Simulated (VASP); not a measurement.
The system is GaAs.

```
CELL_PARAMETERS angstrom
0.00000 2.69589 2.69589
2.69589 0.00000 2.69589
2.69589 2.69589 0.00000
ATOMIC_POSITIONS crystal
Ga 0.00000 0.00000 0.00000
As 0.50000 0.50000 0.50000
```

| Quantity | Value |
| --- | --- |
| Program | VASP 6.6.1 |
| Task | relaxation of cell and atoms |
| Functional | PBE0 |
| Potentials or basis | VASP PAW PBE potentials, release 64 (Ga_d, As) |
| Cutoff | 600 eV |
| k mesh | 5 × 5 × 5 |
| Occupations | fermi-dirac, width 0.05 eV |
| Spin | no spin polarisation |

At the start: pressure -3.3 GPa; volume 19.59 Å³/atom.

Q: Where does the relaxation end?

A: Over 3 steps the energy falls by 8.5 meV/atom and the volume is 18.80 Å³/atom (-4.0 %); space group Fm-3m (No. 225, to 0.1 Å) before and after.

The path:
```
step  energy change (eV)  largest force (eV/Å)  pressure (GPa)  volume (Å³)
   1              0.0000                0.0000           -3.27        39.19
   2             -0.0138                0.0000            1.67        36.96
   3             -0.0169                0.0000           -0.07        37.60
```

Final structure:
```
Ga As
1.0
     0.00000    2.65903    2.65903
     2.65903    0.00000    2.65903
     2.65903    2.65903    0.00000
Ga As
1 1
Direct
  0.00000 0.00000 0.00000
  0.50000 0.50000 0.50000
```

Caveat: the k points lie up to 0.41 Å⁻¹ apart in the final cell, too coarse for converged energies and pressures of a metal; the PAW data sets were made with another functional, which shifts forces and pressure a little.
